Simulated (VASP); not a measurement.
Runs of VASP 6.6.1 on MoW2. The structure is that of space group P6/mmm (No. 191), or close to it. The cells are those of the table. 

```tsv
task	spin	cell	k mesh	cutoff (eV)	gap on the mesh (eV)	pressure (GPa)	relaxed volume (Å³/atom)
relaxation of cell and atoms	off	relaxed from a = 4.701, b = 4.701, c = 2.578 Å, angles 90.0, 90.0, 120.0°, 3 atoms	12 × 12 × 18	600	none	0.0	(a)
relaxation of cell and atoms	off	relaxed from a = 4.621, b = 4.621, c = 2.684 Å, angles 90.0, 90.0, 120.0°, 3 atoms	6 × 6 × 6	600	none	0.0	16.48
single point	off	a = 4.621, b = 4.621, c = 2.684 Å, angles 90.0, 90.0, 120.0°, 3 atoms	6 × 6 × 4	520	none	(b)	-
single point	off	a = 4.701, b = 4.701, c = 2.578 Å, angles 90.0, 90.0, 120.0°, 3 atoms	6 × 6 × 6	520	none	0.6	-
single point	off	a = 4.688, b = 4.688, c = 2.595 Å, angles 90.0, 90.0, 120.0°, 3 atoms	12 × 12 × 18	520	none	0.6	-
single point	off	a = 3.814, b = 3.814, c = 4.102 Å, angles 90.0, 90.0, 120.0°, 3 atoms	6 × 6 × 4	520	none	37.3	-
single point	collinear, ferromagnetic start	a = 4.701, b = 4.701, c = 2.578 Å, angles 90.0, 90.0, 120.0°, 3 atoms	6 × 6 × 6	520	none	0.6	-
relaxation of cell and atoms	off	relaxed from a = 3.814, b = 3.814, c = 4.102 Å, angles 90.0, 90.0, 120.0°, 3 atoms	6 × 6 × 4	600	none	-0.3	16.59
```

Alike in all rows: level PBE; potentials or basis VASP PAW PBE potentials, release 64 (Mo_sv, W_sv); smearing gaussian 0.1 eV.

Estimate the missing entries.

(a) 16.49; (b) 0.5.

Caveats: some runs use coarse meshes; spin-orbit coupling is left out, which moves the levels of the heavy elements.

A k mesh can miss the band edges, and the runs leave out spin-orbit coupling on Mo, W.

A gap of «none» marks levels without a gap at the run's occupations.
